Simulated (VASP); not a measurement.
GdRe: single point with PBE+U

Crystal: GdRe.

```
CELL_PARAMETERS angstrom
3.47536 0.00000 0.00000
0.00000 3.47536 0.00000
0.00000 0.00000 3.47536
ATOMIC_POSITIONS crystal
Gd 0.00000 0.00000 0.00000
Re 0.50000 0.50000 0.50000
```

```
Program             : VASP 6.6.1
Task                : single point
Functional          : PBE
Potentials or basis : VASP PAW PBE potentials, release 64 (Gd, Re)
Cutoff              : 520 eV
k mesh              : 8 × 8 × 8
Occupations         : gaussian, width 0.05 eV
Spin                : collinear spin, ferromagnetic start
Starting moments    : [0.5, 0.0] μB
Hubbard terms       : Gd f U = 6.0 eV
```

The pressure is -0.1 GPa. The net moment is 7.12 μB per cell, the site moments are Gd +6.92; Re -0.14 μB and the valence electrons inside the program's atomic spheres are Gd 15.34; Re 5.71.

Levels at points of the mesh, in eV from the Fermi level:
Spin up:
| k point | band 13 | band 14 | band 15 | band 16 | band 17 | band 18 | band 19 | band 20 |
| --- | --- | --- | --- | --- | --- | --- | --- | --- |
| (0.00, 0.00, 0.00) | -3.25 | -3.25 | 0.10 | 0.10 | 0.10 | 3.78 | 3.78 | 7.31 |
| (0.50, 0.00, 0.00) | -2.18 | -1.57 | 0.11 | 0.11 | 0.64 | 0.90 | 2.18 | 2.67 |
| (0.50, 0.50, 0.00) | -3.06 | -1.46 | -1.46 | 1.84 | 1.88 | 2.45 | 2.45 | 4.53 |
| (0.50, 0.50, 0.50) | -0.87 | -0.87 | -0.73 | -0.73 | -0.73 | 1.97 | 1.97 | 3.94 |
Spin down:
```csv
k point,band 7,band 8,band 9,band 10,band 11,band 12
"(0.00, 0.00, 0.00)",-3.07,0.13,0.13,0.13,4.39,4.39
"(0.50, 0.00, 0.00)",-1.67,-0.05,-0.05,0.58,1.41,1.99
"(0.50, 0.50, 0.00)",-1.34,-1.34,1.79,1.86,2.73,2.73
"(0.50, 0.50, 0.50)",-0.69,-0.28,-0.28,-0.28,1.87,1.87
```

Eigenvalues of the final occupation matrices:
| site | spin | trace | eigenvalues |
| --- | --- | --- | --- |
| site 1 f | 1 | 6.93 | 0.99 0.99 0.99 0.99 0.99 0.99 0.99 |
| site 1 f | 2 | 0.03 | 0.00 0.00 0.00 0.01 0.01 0.01 0.01 |

Run time: 110 s on 1 thread of Intel(R) Xeon(R) 6975P-C (Granite Rapids), with other jobs on the host, peak memory 0.23 GiB.

Caveat: spin-orbit coupling is left out, which moves the levels of the heavy elements. The state reached can hang on the start; a lower one may exist.
